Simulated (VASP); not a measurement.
## N: single point with LDA

The system is N.

```
N
1.0
     2.19742    0.00000    0.00000
     1.09871    1.90302    0.00000
     1.09871    0.63434    1.79418
N
1
Direct
  0.00000 0.00000 0.00000
```

```
Program                : VASP 6.6.1
Task                   : single point
Functional             : LDA
Potentials or basis    : VASP PAW LDA potentials, release 64 (N)
Cutoff                 : 520 eV
k mesh                 : 12 × 12 × 12
Occupations            : gaussian, width 0.05 eV
Spin                   : no spin polarisation
Dipole correction      : no
Further INCAR settings : ALGO = Normal; EDIFF = 1e-06; NBANDS = 8
```

* Pressure: -11.5 GPa

Levels at points of the mesh, in eV from the Fermi level:
| k point | band 1 | band 2 | band 3 | band 4 | band 5 | band 6 |
| --- | --- | --- | --- | --- | --- | --- |
| (0.00, 0.00, 0.00) | -19.99 | 4.09 | 4.09 | 4.09 | 23.67 | 31.87 |
| (0.50, 0.00, 0.00) | -13.05 | -8.25 | 2.90 | 2.90 | 22.27 | 26.56 |
| (0.50, 0.50, 0.00) | -10.44 | -6.76 | 0.15 | 0.15 | 14.96 | 18.55 |

It took 2 s on 1 thread of Intel Xeon 8259CL, with other jobs on the host, peak memory 0.1 GiB.
